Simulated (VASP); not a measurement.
Input of a VASP 6.6.1 run:

Contents of INCAR:

```
ALGO = Normal ; EDIFF = 1E-6
ENCUT = 520 ; GGA = PE
GGA_COMPAT = False ; ISIF = 2
ISMEAR = -1 ; ISPIN = 2
LASPH = True ; LCHARG = False
LMAXMIX = 4 ; LORBIT = 11
LREAL = False ; LWAVE = False
MAGMOM = 0 0 0 0 0 0 0 0 0.05 0 0.01 0.01 0.01 0 0.01 0.01 0.01 0.01 0.01 0.01 0 0.05 0.01 0.01 0.18 ; NBANDS = 92
NELM = 200 ; NUPDOWN = 1.0
PREC = Accurate ; SIGMA = 0.01
```

KPOINTS

```
k-points
0
Gamma
  1 1 1
```

Contents of POSCAR:

```
CuSi8O16
1.0
    0.0000000000      5.0813926900      7.0944098900
    5.0813926900      0.0000000000      7.0944098900
    5.0813926900      5.0813926900      0.0000000000
Si O Cu
8 16 1
Direct
    0.2531235611      0.2468282397      0.4559043019
    0.7511775403      0.7482984084      0.9550729955
    0.0814329575      0.6705031559      0.1228175429
    0.5789716122      0.1678872643      0.6274883830
    0.4173083908      0.8320576787      0.3753211590
    0.9208318051      0.3285931840      0.8750378622
    0.0013817061     -0.0028466623      0.2954040556
    0.5013336839      0.4979912931      0.7947682712
    0.0978381268      0.2289008178      0.6740528171
    0.5897436430      0.7336374620      0.1706585214
    0.4844113216      0.3393306232      0.7556243113
    0.9843123948      0.8388957649      0.2555543867
    0.4121200681      0.2647073319      0.4924099064
    0.9123785913      0.7633910900      0.9922549591
    0.2074598226      0.8640369076      0.3903245222
    0.7071846583      0.3671450067      0.8891229871
    0.0166058640      0.1560137081      0.0794341450
    0.5128466586      0.6626845173      0.5817593558
    0.3849477732      0.0430100199      0.3577088625
    0.8796500955      0.5445954946      0.8579440128
    0.2967938763      0.6288134825      0.9649804819
    0.7962326938      0.1243039120      0.4685172266
    0.1207695752      0.4546272602      0.2854651179
    0.6163313467      0.9550644667      0.7890062124
   -0.1302846520      0.3938104461      0.3654262899
```

Potentials or basis: VASP PAW PBE potentials, release 64 (Si, O, Cu).

The run is started by

```sh
$ cat potpaw_PBE.64/Si/POTCAR potpaw_PBE.64/O/POTCAR potpaw_PBE.64/Cu/POTCAR > POTCAR
$ mpirun -np 1 vasp_gam > vasp.out
```

Estimate the largest force.

0.032 eV/Å.

What does it give for the pressure?

1.1 GPa.

Stress tensor (GPa, compression positive):
```
 1.10 -0.06 -0.06
-0.06  1.05  0.00
-0.06  0.00  1.08
```

Caveat: the k points lie up to 0.98 Å⁻¹ apart; the total moment is fixed, so each spin has its own Fermi level.
